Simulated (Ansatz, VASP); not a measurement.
**Yb in VASP and in Ansatz**

```
Yb
1.0
     0.00000    2.96441    1.86521
     2.96441    0.00000    1.86521
     2.96441    2.96441    0.00000
Yb
1
Direct
  0.00000 0.00000 0.00000
```

Alike in both runs: task single point; functional PBE; k mesh 16 × 16 × 16; occupations gaussian, width 0.15 eV; no spin polarisation.

```csv
,VASP,Ansatz
version,VASP 6.6.1,Ansatz 0.2.0
potentials or method,"VASP PAW PBE potentials, release 64 (Yb), cutoff 520 eV","scalar-relativistic, plane waves, PAW"
valence electrons in the cell,24,24
```

```tsv
	VASP	Ansatz	Ansatz less VASP
gap on the k mesh at the Fermi level (eV)	none	none	-
pressure (GPa)	1.1	1.4	+0.27
traceless stress, the component that is largest in VASP (GPa)	1.54	1.52	-0.013
```

A gap of «none» marks a metal or a gap that the smearing closes.

Neither program's run includes spin-orbit coupling.
